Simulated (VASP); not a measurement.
Ho4Ti, 5 atoms in the cell. The structure is cubic, space group Pm-3m (No. 221). Conventional cell: a = 5.383 Å, b = 5.383 Å, c = 5.383 Å, α = 90.00°, β = 90.00°, γ = 90.00°. Ho (site symmetry 4/mmm) has 2 Ti at 2.69 Å within 3.5 Å. Within 5.0 Å of Ho (site symmetry m-3m) lie 12 Ho at 3.81 Å and 8 Ti at 4.66 Å. Ti (site symmetry m-3m) has 6 Ho at 2.69 Å within 3.5 Å. The cell was built from a structure type or drawn by symmetry, and may not be a known phase.

* Program: VASP 6.6.1
* Task: single point
* Functional: PBE
* Potentials or basis: VASP PAW PBE potentials, release 64 (Ho_3, Ti_sv), 4f in core
* Cutoff: 500 eV
* k mesh: 4 × 4 × 4
* Occupations: gaussian, width 0.1 eV
* Spin: no spin polarisation
* Dipole correction: no
* Mended: yes
* Further INCAR settings: ALGO = Normal; EDIFF = 1e-06; NBANDS = 32

Potentials or basis: VASP PAW PBE potentials, release 64 (Ho_3, Ti_sv), 4f in core.

The run is started by

```console
$ cat potpaw_PBE.64/Ho_3/POTCAR potpaw_PBE.64/Ti_sv/POTCAR > POTCAR
$ mpirun -np 1 vasp_std > vasp.out
```

Hardware: 1 thread of Intel(R) Xeon(R) 6975P-C (Granite Rapids), on a shared host.

Task: How long does it take, and how much memory?

Result: It took 27 s on 1 thread of Intel(R) Xeon(R) 6975P-C (Granite Rapids) (shared host), peak memory 0.25 GiB. Counts: scf iterations 16, k points 10.
